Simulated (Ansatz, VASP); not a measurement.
# Bi: VASP beside Ansatz

```
Bi
1.0
     2.26726    1.30900    4.11667
    -2.26726    1.30900    4.11667
     0.00000   -2.61800    4.11667
Bi
2
Direct
  0.23171 0.23171 0.23171
  0.76829 0.76829 0.76829
```

Alike in both runs: task single point; functional r2SCAN; k mesh 9 × 9 × 9; occupations methfessel-paxton of order 1, width 0.01 eV; no spin polarisation.

|  | VASP | Ansatz |
| --- | --- | --- |
| version | VASP 6.6.1 | Ansatz 0.2.0 |
| potentials or method | VASP PAW PBE potentials, release 64 (Bi_d), cutoff 520 eV | plane waves (500 eV) with PAW, scalar-relativistic |
| valence electrons in the cell | 30 | 30 |

|  | VASP | Ansatz | Ansatz less VASP |
| --- | --- | --- | --- |
| pressure (GPa) | 0.0 | 0.0 | +0.05 |
| traceless stress, the component that is largest in VASP (GPa) | -0.07 | -0.07 | -0.002 |

VASP's potentials were made for PBE, not for r2SCAN.

Neither program's run includes spin-orbit coupling.
